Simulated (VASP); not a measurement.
A run of VASP 6.6.1 is set up as follows.

INCAR

```
SYSTEM = CuO
ALGO = Fast ; EDIFF = 1E-6
ENCUT = 520 ; GGA = PS
ISIF = 2 ; ISMEAR = 0
LASPH = .TRUE. ; LCHARG = .TRUE.
LELF = .TRUE. ; LREAL = .FALSE.
LVHAR = .TRUE. ; LWAVE = .FALSE.
NBANDS = 25 ; NELM = 80
PREC = Accurate ; SIGMA = 0.1
```

File KPOINTS:

```
k-points
0
G
  22 22 12
  0 0 0
```

File POSCAR:

```
CuO
1.0
    2.3446500000     -1.7134000000      0.0000000000
    2.3446500000      1.7134000000      0.0000000000
   -0.8605500000      0.0000000000      5.0594400000
Cu O
2 2
Direct
    0.0032000000      0.4968000000      0.0000000000
    0.4968000000      0.0032000000      0.5000000000
    0.5714000000      0.4056000000      0.2537000000
    0.4056000000      0.5714000000      0.7537000000
```

Potentials or basis: VASP PAW PBE potentials, release 64 (Cu, O).

The run is started by

```console
$ cat potpaw_PBE.64/Cu/POTCAR potpaw_PBE.64/O/POTCAR > POTCAR
$ mpirun -np 1 vasp_std > vasp.out
```

Q: What does it give for the largest force?

A: 0.756 eV/Å.

Q: What does it give for the band gap on the k mesh?

A: Zero (bands 17 and 18 overlap by 0.72 eV).

Stress tensor (GPa, compression positive):
```
-2.30  0.00 -1.13
 0.00 -0.04  0.00
-1.13  0.00 -3.44
```

Caveat: the PAW data sets were made with another functional, which shifts forces and pressure a little; semilocal functionals often make such compounds metallic where correlation or magnetic order opens a gap, which also shifts bond lengths. With open d or f shells a metallic result of PBEsol can be an artefact of self-interaction; +U or a hybrid may open a gap.
